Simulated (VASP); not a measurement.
Here is a VASP 6.6.1 calculation.

The input INCAR:

```
ALGO = Normal
EDIFF = 1E-6
ENCUT = 520
GGA = PE
ISIF = 2
ISMEAR = 0
LASPH = True
LCHARG = False
LREAL = False
LWAVE = False
NBANDS = 16
NELM = 60
PREC = Accurate
SIGMA = 0.02
```

Contents of KPOINTS:

```
k-points
0
Gamma
  6 6 4
```

Contents of POSCAR:

```
MgS
1.0
    2.8486069961      2.8486069961      0.0000000000
   -2.8486069961      2.8486069961      0.0000000000
    0.0604280797      0.0604280797      5.6972139921
Mg S
2 2
Direct
    0.0019466494      0.0000000000     -0.0000262252
    0.5019466494      0.5000000000      0.4999737748
    0.4980533506      0.0000000000      0.2500262252
   -0.0019466494      0.5000000000      0.7500262252
```

Potentials or basis: VASP PAW PBE potentials, release 64 (Mg, S).

Command:

```bash
$ cat potpaw_PBE.64/Mg/POTCAR potpaw_PBE.64/S/POTCAR > POTCAR
$ mpirun -np 1 vasp_std > vasp.out
```

Q: Estimate the band gap on the k mesh.

A: 3.32 eV.

Q: Predict the pressure.

A: -0.1 GPa.

Stress tensor (GPa, compression positive):
```
-0.15 -0.01 -0.32
-0.01 -0.15 -0.32
-0.32 -0.32 -0.14
```
